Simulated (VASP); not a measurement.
TeP2:

```
CELL_PARAMETERS angstrom
0.00000 3.55662 3.55662
3.55662 0.00000 3.55662
3.55662 3.55662 0.00000
ATOMIC_POSITIONS crystal
Te 0.50000 0.50000 0.50000
P 0.25000 0.25000 0.25000
P 0.75000 0.75000 0.75000
```

| Quantity | Value |
| --- | --- |
| Program | VASP 6.6.1 |
| Task | relaxation of cell and atoms |
| Functional | PBE |
| Potentials or basis | VASP PAW PBE potentials, release 64 (Te, P) |
| Cutoff | 600 eV |
| k mesh | 4 × 4 × 4 |
| Occupations | gaussian, width 0.1 eV |
| Spin | no spin polarisation |

At the start: pressure -8.9 GPa; volume 29.99 Å³/atom.

Where does the relaxation end?

Over 3 steps the energy falls by 253.6 meV/atom and the volume is 23.08 Å³/atom (-23.0 %); space group Fm-3m (No. 225, to 0.05 Å).

The path:
| step | energy change (eV) | largest force (eV/Å) | pressure (GPa) | volume (Å³) |
| --- | --- | --- | --- | --- |
| 1 | 0.0000 | 0.0000 | -8.88 | 89.98 |
| 2 | -0.7588 | 0.0000 | -0.75 | 70.02 |
| 3 | -0.7608 | 0.0000 | -0.07 | 69.25 |

Final structure:
```cif
data_structure
_symmetry_space_group_name_H-M 'P 1'
_symmetry_Int_Tables_number 1
_cell_length_a 4.6094
_cell_length_b 4.6094
_cell_length_c 4.6094
_cell_angle_alpha 60.000
_cell_angle_beta 60.000
_cell_angle_gamma 60.000
_cell_volume 69.25
loop_
_atom_site_label
_atom_site_type_symbol
_atom_site_fract_x
_atom_site_fract_y
_atom_site_fract_z
_atom_site_occupancy
Te1 Te 0.50000 0.50000 0.50000 1
P1 P 0.25000 0.25000 0.25000 1
P2 P 0.75000 0.75000 0.75000 1
```

Caveat: the k points lie up to 0.42 Å⁻¹ apart in the final cell; the volume moved by over 15 % at a fixed basis, so the end points are rough.
